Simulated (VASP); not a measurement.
A run of VASP 6.6.1:

File INCAR:

```
PREC = Accurate ; ENCUT = 520
EDIFF = 1E-6 ; ISMEAR = 0
SIGMA = 0.02 ; LREAL = F
LASPH = T ; NELM = 80
ALGO = Normal ; ISIF = 2
LWAVE = F ; LCHARG = F
GGA = PE ; NBANDS = 44
```

The input KPOINTS:

```
Automatic mesh
0
Gamma
  6 6 4
```

Contents of POSCAR:

```
SiO2
1.0
    5.3271204658      0.0000000000      0.0000000000
   -2.6635602329      4.6134216524      0.0000000000
    0.0000000000      0.0000000000      8.6969758317
Si O
4 8
Direct
    0.6666666667      0.3333333333      0.9375219304
    0.6666666667      0.3333333333      0.5624780696
    0.3333333333      0.6666666667      0.0624780696
    0.3333333333      0.6666666667      0.4375219304
    0.0000000000      0.4987543761      0.0000000000
    0.4987543761      0.4987543761      0.5000000000
    0.5012456239      0.0000000000      0.5000000000
    0.5012456239      0.5012456239      0.0000000000
    0.0000000000      0.5012456239      0.5000000000
    0.6666666667      0.3333333333      0.7500000000
    0.3333333333      0.6666666667      0.2500000000
    0.4987543761      0.0000000000      0.0000000000
```

Potentials or basis: VASP PAW PBE potentials, release 64 (Si, O).

The run is started by

```sh
$ cat potpaw_PBE.64/Si/POTCAR potpaw_PBE.64/O/POTCAR > POTCAR
$ mpirun -np 1 vasp_std > vasp.out
```

Hardware: 1 thread of Intel(R) Xeon(R) 6975P-C (Granite Rapids), on a shared host.

**Question.** How long does it take, and how much memory?

**Answer.** Wall time 82 s on 1 thread of Intel(R) Xeon(R) 6975P-C (Granite Rapids), on a shared host, peak memory 0.39 GiB. Counts: scf iterations 14, k points 21.
